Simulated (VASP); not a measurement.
# CdS (P6_3mc) in VASP: further runs

Runs on CdS. Level: PBEsol. Tasks: relaxation of the atoms.

Everything below comes from runs of VASP 6.6.1. Logs are shortened: lines on timing, memory, paths and dates and some standing lists are left out, and cuts for length are marked.

## (1) The cell of the first run

The structure is hexagonal, space group P6_3mc (No. 186). Conventional cell: a = 4.166 Å, b = 4.166 Å, c = 6.655 Å, α = 90.00°, β = 90.00°, γ = 120.00°. Cd (site symmetry 3m) has 4 S at 2.53 Å within 3.3 Å. S (site symmetry 3m) has 4 Cd at 2.53 Å within 3.3 Å.

## (2) Relaxation of the atoms, PBEsol (strained cell)

File INCAR:

```
SYSTEM = CdS
PREC = Accurate
ENCUT = 520
EDIFF = 1E-6
ISMEAR = 0
SIGMA = 0.02
LREAL = .False.
LASPH = .True.
NELM = 80
ALGO = Normal
ISIF = 2
LWAVE = .False.
LCHARG = .False.
GGA = PS
IBRION = 2
NSW = 60
EDIFFG = -0.002
```

File KPOINTS:

```
regular mesh
0
Gamma
  6 6 4
  0 0 0
```

File POSCAR:

```
CdS
1.0
    4.1662911592      0.0000000000      0.0000000000
   -2.0831455796      3.6081139834      0.0000000000
    0.0000000000      0.0000000000      6.6546385873
Cd S
2 2
Direct
    0.3333333333      0.6666666667     -0.0016381747
    0.6666666667      0.3333333333      0.4983618253
    0.3333333333      0.6666666667      0.3786381747
    0.6666666667      0.3333333333      0.8786381747
```

Potentials or basis: VASP PAW PBE potentials, release 64 (Cd, S).

Launch:

```sh
$ cat potpaw_PBE.64/Cd/POTCAR potpaw_PBE.64/S/POTCAR > POTCAR
$ mpirun -np 1 vasp_std > vasp.out
```

OUTCAR:

```text
SYSTEM = CdS
   PREC = Accurate
   ENCUT = 520
   EDIFF = 1E-6
   ISMEAR = 0
   LREAL = .False.
   LASPH = .True.
   NELM = 80
   ISIF = 2
   GGA = PS
   IBRION = 2
   NSW = 60
   EDIFFG = -0.002

 ion  position               nearest neighbor table
   1  0.333  0.667  0.998-   3 2.53   4 2.53   4 2.53   4 2.53
   2  0.667  0.333  0.498-   4 2.53   3 2.53   3 2.53   3 2.53
   3  0.333  0.667  0.379-   1 2.53   2 2.53   2 2.53   2 2.53
   4  0.667  0.333  0.879-   2 2.53   1 2.53   1 2.53   1 2.53

  LATTYP: Found a hexagonal cell.
 ALAT       =     4.1662911592
 C/A-ratio  =     1.5972572086

  Lattice vectors:

 A1 = (   4.1662911592,   0.0000000000,   0.0000000000)
 A2 = (  -2.0831455796,   3.6081139834,   0.0000000000)
 A3 = (   0.0000000000,   0.0000000000,   6.6546385873)

Analysis of symmetry for initial positions (statically):
=====================================================================
 Subroutine PRICEL returns:
 Original cell was already a primitive cell.

 Routine SETGRP: Setting up the symmetry group for a
 hexagonal supercell.

 Subroutine GETGRP returns: Found 12 space group operations
 (whereof  6 operations were pure point group operations)
 out of a pool of 24 trial point group operations.

The static configuration has the point symmetry C_3v.
 The point group associated with its full space group is C_6v.

Analysis of symmetry for dynamics (positions and initial velocities):
=====================================================================
 Subroutine PRICEL returns:
 Original cell was already a primitive cell.

 Routine SETGRP: Setting up the symmetry group for a
 hexagonal supercell.

 Subroutine GETGRP returns: Found 12 space group operations
 (whereof  6 operations were pure point group operations)
 out of a pool of 24 trial point group operations.

The dynamic configuration has the point symmetry C_3v.
 The point group associated with its full space group is C_6v.

 Subroutine INISYM returns: Found 12 space group operations
 (whereof  6 operations are pure point group operations),
 and found     1 'primitive' translations

----------------------------------------------------------------------------------------

                                     Primitive cell

  volume of cell :     100.0355

  direct lattice vectors                    reciprocal lattice vectors
     4.166291159  0.000000000  0.000000000     0.240021631  0.138576553  0.000000000
    -2.083145580  3.608113983  0.000000000     0.000000000  0.277153107  0.000000000
[... 76 lines left out ...]
   PREC   = accura    normal or accurate (medium, high low for compatibility)
   ISTART =      0    job   : 0-new  1-cont  2-samecut
   ICHARG =      2    charge: 1-file 2-atom 10-const
   ISPIN  =      1    spin polarized calculation?
   LNONCOLLINEAR =      F non collinear calculations
   LSORBIT =      F    spin-orbit coupling
   LASPH  =      T    aspherical Exc in radial PAW
   ENCUT  =  520.0 eV  38.22 Ry    6.18 a.u.   7.75  7.75 12.37*2*pi/ulx,y,z
   NELM   =     80;   NELMIN=  2; NELMDL= -5     # of ELM steps
   EDIFF  = 0.1E-05   stopping-criterion for ELM
   LREAL  =      F    real-space projection
   EDIFFG = -.2E-02   stopping-criterion for IOM
   NSW    =     60    number of steps for IOM
   IBRION =      2    ionic relax: 0-MD 1-quasi-New 2-CG
   NFREE  =      1    steps in history (QN), initial steepest desc. (CG)
   ISIF   =      2    stress and relaxation
   ISYM   =      2    0-nonsym 1-usesym 2-fastsym
   POTIM  = 0.5000    time-step for ionic-motion
   TEBEG  =    0.0;   TEEND  =   0.0 temperature during run
   PSTRESS=    0.0 pullay stress
   NELECT =      36.0000    total number of electrons
   NUPDOWN=      -1.0000    fix difference up-down
   EMIN   =  10.00;   EMAX   =-10.00  energy-range for DOS
   EFERMI =   0.00;   METHOD = LEGACY
   ISMEAR =     0;   SIGMA  =   0.02  broadening in eV -4-tet -1-fermi 0-gaus
   EFERMI_NEDOS =   21; number of points for ismear=-14 and -15
   IALGO  =     38    algorithm
   IMIX   =      4    mixing-type and parameters
     AMIX     =   0.40;   BMIX     =  1.00
     AMIX_MAG =   1.60;   BMIX_MAG =  1.00
  volume/ion in A,a.u.               =      25.01       168.77
  Fermi-wavevector in a.u.,A,eV,Ry     =   1.164459  2.200509 18.449022  1.355965
  Thomas-Fermi vector in A             =   2.300997
   LORBIT       =      0    0 simple, 1 ext, 2 COOP (PROOUT), +10 PAW based schemes
   GGA     = PS    functional components
   LHFCALC =     F    Hartree Fock is set to
   AEXX    =    0.0000 exact exchange contribution
   IVDW    =     0    specifies the selected vdW correction
   LEPSILON=     F    determine dielectric tensor
   LRPA    =     F    only Hartree local field effects (RPA)
 conjugate gradient relaxation of ions
 non-spin polarized calculation
 Gauss-broadening in eV      SIGMA  =   0.02
  energy-cutoff  :      520.00
  volume of cell :      100.04
 maximum number of plane-waves:      2724
 NGX is ok and might be reduce to    32
   NGX = 15   NGY = 15   NGZ = 25

--------------------------------------- Ionic step        1  -------------------------------------------

 number of electron      36.0000005 magnetization

 Free energy of the ion-electron system (eV)
  ---------------------------------------------------
  ext. energy  EPLUGINS =         0.00000000
  ---------------------------------------------------
  free energy    TOTEN  =       -13.62705795 eV

  energy without entropy =      -13.62705795  energy(sigma->0) =      -13.62705795

------------------------ aborting loop because EDIFF is reached ----------------------------------------

  FORCE on cell =-STRESS in cart. coord.  units (eV):
  Direction    XX          YY          ZZ          XY          YZ          ZX
  --------------------------------------------------------------------------------------
  -------------------------------------------------------------------------------------
  Total       -0.3574070     -0.3574070      0.2700834      0.0000000      0.0000000      0.0000000
  in kB       -5.7242598     -5.7242598      4.3256767      0.0000000      0.0000000      0.0000000
  external PRESSURE =      -2.3742810 kB  Pullay stress =       0.0000000 kB
[... 63 lines left out ...]
--------------------------------------- Ionic step        3  -------------------------------------------

 number of electron      36.0000004 magnetization

 Free energy of the ion-electron system (eV)
  ---------------------------------------------------
  ext. energy  EPLUGINS =         0.00000000
  ---------------------------------------------------
  free energy    TOTEN  =       -13.62719201 eV

  energy without entropy =      -13.62719201  energy(sigma->0) =      -13.62719201

 E-fermi :   1.2434     XC(G=0):  -9.3304

 val. band max:        1.1294871185   @ k =   0.0000   0.0000   0.0000
 cond. band min:       2.2191682593   @ k =   0.0000   0.0000   0.0000
 fundamental gap:      1.0896811408
 Fermi energy:         1.2433868859

 k-point     1 :       0.0000    0.0000    0.0000
  band No.  band energies     occupation
      1     -11.1951      2.00000
      2     -10.7459      2.00000
      3      -6.5316      2.00000
      4      -6.5316      2.00000
      5      -6.5245      2.00000
      6      -6.4494      2.00000
[... 545 lines left out ...]
  FREE ENERGIE OF THE ION-ELECTRON SYSTEM (eV)
  ---------------------------------------------------
  free  energy   TOTEN  =       -13.6271920122 eV

  energy  without entropy=      -13.6271920122  energy(sigma->0) =      -13.62719201

 reached required accuracy - stopping structural energy minimisation
```

CONTCAR:

```text
CdS
   1.00000000000000
     4.1662911592000000    0.0000000000000000    0.0000000000000000
    -2.0831455796000000    3.6081139834000000    0.0000000000000000
     0.0000000000000000    0.0000000000000000    6.6546385873000000
  Cd              S
     2     2
Direct
     0.3333333332999970    0.6666666667000030    0.9980736523461944
     0.6666666667000030    0.3333333332999970    0.4980736523461944
     0.3333333332999970    0.6666666667000030    0.3789263476538080
     0.6666666667000030    0.3333333332999970    0.8789263476538081

  0.00000000E+00  0.00000000E+00  0.00000000E+00
  0.00000000E+00  0.00000000E+00  0.00000000E+00
  0.00000000E+00  0.00000000E+00  0.00000000E+00
  0.00000000E+00  0.00000000E+00  0.00000000E+00
```

Run time: 84 s. Hardware: 1 thread of Oxide Virtual Turin-like, shared host; peak memory 0.2 GiB.

Results:

| Quantity | Value |
| --- | --- |
| Free energy | -13.6272 eV |
| Energy gained by relaxing | 0.0 meV/atom |
| Ionic steps | 3 |
| Pressure after relaxing | -0.3 GPa |
| Band gap on the k mesh | 1.09 eV |

The path:
| step | energy change (eV) | largest force (eV/Å) | pressure (GPa) |
| --- | --- | --- | --- |
| 1 | 0.0000 | 0.0175 | -0.24 |
| 2 | -0.0001 | 0.0098 | -0.35 |
| 3 | -0.0001 | 0.0008 | -0.35 |

Final structure:
```
Cd S
1.0
     4.16629    0.00000    0.00000
    -2.08315    3.60811    0.00000
     0.00000    0.00000    6.65464
Cd S
2 2
Direct
  0.33333 0.66667 0.99807
  0.66667 0.33333 0.49807
  0.33333 0.66667 0.37893
  0.66667 0.33333 0.87893
```

Levels at points of the mesh, in eV from the valence-band top:
| k point | band 14 | band 15 | band 16 | band 17 | band 18 | band 19 | band 20 | band 21 | band 22 |
| --- | --- | --- | --- | --- | --- | --- | --- | --- | --- |
| (0.00, 0.00, 0.00) | -0.79 | -0.79 | -0.01 | -0.01 | 0.00 | 1.09 | 2.55 | 6.31 | 6.31 |
| (0.50, 0.00, 0.00) | -3.55 | -2.64 | -1.93 | -1.27 | -0.78 | 3.64 | 3.68 | 5.07 | 6.40 |
| (0.00, 0.00, 0.50) | -2.43 | -0.41 | -0.41 | -0.41 | -0.41 | 2.71 | 2.71 | 6.11 | 6.11 |
| (0.50, 0.00, 0.50) | -4.18 | -1.39 | -1.39 | -1.26 | -1.26 | 3.40 | 3.40 | 5.27 | 5.27 |

Caveat: the cell differs from its parent crystal (strained cell); the PAW data sets were made with another functional, which shifts forces and pressure a little.

(Continued in part 2 of 2.)
